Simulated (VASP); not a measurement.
SrO: single point with HSE06

The system is SrO.

```xyz
4
Lattice="4.2700 0.0000 0.0000 -2.1350 3.6980 0.0000 0.0000 0.0000 5.1444" Properties=species:S:1:pos:R:3 pbc="T T T"
Sr    0.0000    2.4653   -0.3215
Sr    2.1350    1.2327    2.2507
O     0.0000    2.4653    2.2507
O     2.1350    1.2327    4.8229
```

```json
{
  "Program": "VASP 6.6.1",
  "Task": "single point",
  "Functional": "HSE06",
  "Potentials or basis": "VASP PAW PBE potentials, release 64 (Sr_sv, O)",
  "Cutoff": "520 eV",
  "k mesh": "6 × 6 × 4",
  "Occupations": "gaussian, width 0.01 eV",
  "Spin": "no spin polarisation",
  "Dipole correction": "no",
  "Grid for exact exchange (PRECFOCK)": "Normal",
  "Further INCAR settings": "ALGO = Normal; EDIFF = 1e-06; NBANDS = 24",
  "Share of exact exchange": "0.25",
  "Screening parameter": "0.2079 1/Å"
}
```

The pressure is 0.1 GPa and the band gap on the k mesh is 3.98 eV.

Levels at points of the mesh, in eV from the valence-band top:
```
           k point  band 14  band 15  band 16  band 17  band 18  band 19
(0.00, 0.00, 0.00)    -0.93    -0.37     0.00     3.98     7.77     7.77
(0.50, 0.00, 0.00)    -0.38    -0.34    -0.27     5.71     6.32     6.64
(0.00, 0.00, 0.50)    -1.13    -1.13    -1.13     5.73     5.73     9.64
(0.50, 0.00, 0.50)    -0.94    -0.45    -0.45     6.38     6.38     9.11
```

It took 22 min on 4 MPI ranks on Intel(R) Xeon(R) 6975P-C (Granite Rapids), on a shared host, peak memory 0.34 GiB a rank.

Caveat: the structure was generated, so it needn't be the stable form of SrO; the PAW data sets were made with another functional, which shifts forces and pressure a little.
